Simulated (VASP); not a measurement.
Wanted: the native input for a VASP 6.6.1 run.

| Quantity | Value |
| --- | --- |
| Task | electric field gradients |
| Functional | PBE |
| Potentials or basis | VASP PAW PBE potentials, release 64 (Cd_sv_GW) |
| Cutoff | 470 eV |
| k mesh | 16 × 16 × 7 |
| Occupations | fermi-dirac, width 0.05 eV |
| Spin | no spin polarisation |
| Dipole correction | no |
| Further INCAR settings | ALGO = Normal; EDIFF = 1e-08; NBANDS = 27 |

The structure of Cd lies in POSCAR:

```
Cd
1.0
    2.9185794238      0.0000000000      0.0000000000
   -1.4592897118      2.5275639239      0.0000000000
    0.0000000000      0.0000000000      5.5039474349
Cd
2
Direct
    0.3333333333      0.6666666667      0.2500000000
    0.6666666667      0.3333333333      0.7500000000
```

These files were run (other wordings do the same):

INCAR

```
SYSTEM = Cd
PREC = Accurate
ENCUT = 470
EDIFF = 1E-8
ISMEAR = -1
SIGMA = 0.05
LREAL = .False.
LASPH = .True.
NELM = 120
ALGO = Normal
ISIF = 2
LWAVE = .False.
LCHARG = .False.
GGA = PE
LEFG = .True.
NBANDS = 27
GGA_COMPAT = .False.
```

KPOINTS

```
Automatic mesh
0
Gamma
  16 16 7
  0 0 0
```

Potentials or basis: VASP PAW PBE potentials, release 64 (Cd_sv_GW).

The run is started by

```sh
$ cat potpaw_PBE.64/Cd_sv_GW/POTCAR > POTCAR
$ mpirun -np 1 vasp_std > vasp.out
```

It gave:

The pressure is 4.2 GPa and the band gap on the k mesh is zero (bands 20 and 21 overlap by 4.00 eV). The largest electric field gradient by atom is Cd +87.0 V/Å².

Caveat: the cell stands under pressure; without QUAD_EFG the Cq values of the log hold for a quadrupole moment of 1 mb, not for the nuclei.

It took 91 s on 1 thread of Intel(R) Xeon(R) Platinum 8259CL CPU @ 2.50GHz (Skylake/Cascade Lake), on a shared host, peak memory 0.24 GiB.
